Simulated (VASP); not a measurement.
Set up this calculation in VASP 6.6.1, as the native input.

```yaml
Task: single point
Functional: r2SCAN
Potentials_or_basis: VASP PAW PBE potentials, release 64 (Al)
Cutoff: 520 eV
k_mesh: 11 × 11 × 11
Occupations: gaussian, width 0.1 eV
Spin: no spin polarisation
Dipole_correction: no
Further_INCAR_settings: ALGO = Normal; EDIFF = 1e-07; NBANDS = 8
```

Al:

```xyz
1
Lattice="0.0000 1.9979 1.9979 1.9979 0.0000 1.9979 1.9979 1.9979 0.0000" Properties=species:S:1:pos:R:3 pbc="T T T"
Al    0.0000    0.0000    0.0000
```

The input as run:

POSCAR

```
Al
1.0
    0.0000000000      1.9978871295      1.9978871295
    1.9978871295      0.0000000000      1.9978871295
    1.9978871295      1.9978871295      0.0000000000
Al
1
Direct
    0.0000000000      0.0000000000      0.0000000000
```

INCAR.step1

```
SYSTEM = Al
PREC = Accurate
ENCUT = 520
ISMEAR = 0
SIGMA = 0.1
LREAL = .FALSE.
LASPH = .TRUE.
NELM = 100
NBANDS = 8
GGA = PE
ALGO = Normal
EDIFF = 1E-4
LWAVE = .TRUE.
LCHARG = .FALSE.
```

INCAR.step2

```
SYSTEM = Al
PREC = Accurate
ENCUT = 520
EDIFF = 1E-7
ISMEAR = 0
SIGMA = 0.1
LREAL = .FALSE.
LASPH = .TRUE.
NELM = 100
ALGO = Normal
ISIF = 2
LWAVE = .FALSE.
LCHARG = .FALSE.
METAGGA = R2SCAN
LMIXTAU = .TRUE.
NBANDS = 8
ISTART = 1
```

KPOINTS

```
Automatic mesh
0
G
  11 11 11
  0 0 0
```

Potentials or basis: VASP PAW PBE potentials, release 64 (Al).

Command:

```bash
$ cat potpaw_PBE.64/Al/POTCAR > POTCAR
$ cp INCAR.step1 INCAR
$ mpirun -np 1 vasp_std > vasp.out
$ cp INCAR.step2 INCAR
$ mpirun -np 1 vasp_std > vasp.out
```

It gave:

| Property | Result |
| --- | --- |
| Pressure | -0.3 GPa |

Caveat: the PAW data sets were made with another functional, which shifts forces and pressure a little.

Wall time 21 s on 1 thread of Intel(R) Xeon(R) Platinum 8259CL CPU @ 2.50GHz (Skylake/Cascade Lake) (shared host), peak memory 0.13 GiB.
